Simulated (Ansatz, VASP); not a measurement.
**SrCo3: VASP beside Ansatz**

INCAR

```
  PREC = Accurate
  ENCUT = 520
  EDIFF = 1E-7
  ISMEAR = -5
  SIGMA = 0.1
  LREAL = False
  LASPH = True
  NELM = 150
  ALGO = Normal
  ISIF = 2
  LWAVE = False
  LCHARG = True
  ISPIN = 2
  MAGMOM = 0 1.5 1.5 1.5
  LORBIT = 11
  LMAXMIX = 4
  GGA = PE
  LELF = True
  LVHAR = True
  NBANDS = 30
```

KPOINTS

```
Automatic mesh
0
Gamma
  8 8 8
```

POSCAR

```
SrCo3
1.0
    4.0068273888      0.0000000000      0.0000000000
    0.0000000000      4.0068273888      0.0000000000
    0.0000000000      0.0000000000      4.0068273888
Sr Co
1 3
Direct
    0.0000000000      0.0000000000      0.0000000000
    0.0000000000      0.5000000000      0.5000000000
    0.5000000000      0.5000000000      0.0000000000
    0.5000000000      0.0000000000      0.5000000000
```

Input for Ansatz:

```yaml
crystal:
  lattice:
    - [4.0068273888, 0.0, 0.0]
    - [0.0, 4.0068273888, 0.0]
    - [0.0, 0.0, 4.0068273888]
  atoms:
    - { symbol: Sr, position: [0.0, 0.0, 0.0] }
    - { symbol: Co, position: [0.0, 0.5, 0.5], spin: 1.5 }
    - { symbol: Co, position: [0.5, 0.5, 0.0], spin: 1.5 }
    - { symbol: Co, position: [0.5, 0.0, 0.5], spin: 1.5 }
basis:
  ecutwfc: 420
  ecutrho_ratio: 4
kpoints:
  mp_grid: { grid: [8, 8, 8] }
hamiltonian:
  xc: pbe
scf:
  occupations: { method: tetrahedron }
  mixing: { preconditioner: resta }
output:
  forces: true
  stress: true
magnetization:
  spin_polarized: true
```

Alike in both runs: task single point; functional PBE; k mesh 8 × 8 × 8; occupations tetrahedron; collinear spin.

```csv
,VASP,Ansatz
version,VASP 6.6.1,Ansatz 0.2.0
potentials or method,"VASP PAW PBE potentials, release 64 (Sr_sv, Co), cutoff 520 eV","scalar-relativistic, plane waves, PAW"
valence electrons in the cell,37,61
```

|  | VASP | Ansatz | Ansatz less VASP |
| --- | --- | --- | --- |
| gap on the k mesh at the Fermi level (eV) | none | none | - |
| pressure (GPa) | 0.6 | 0.2 | -0.38 |
| net moment per atom (μB) | 1.06 | 1.06 | +0.007 |
| size of the moment on the site where the two differ most (μB) | 1.51 | 1.54 | +0.025 |

Site moments also hang on the region over which each program counts them. A gap of «none» marks a metal or a gap that the smearing closes. With one functional, cell and mesh, what is left measures potentials, basis and numerics. VASP's potentials hold 37 valence electrons a cell and Ansatz's 61, so a difference there can come from the potentials and not from the codes. Ansatz's warnings: band table not solved further, stability check not made, tetrahedron derivatives may miss energy slope.
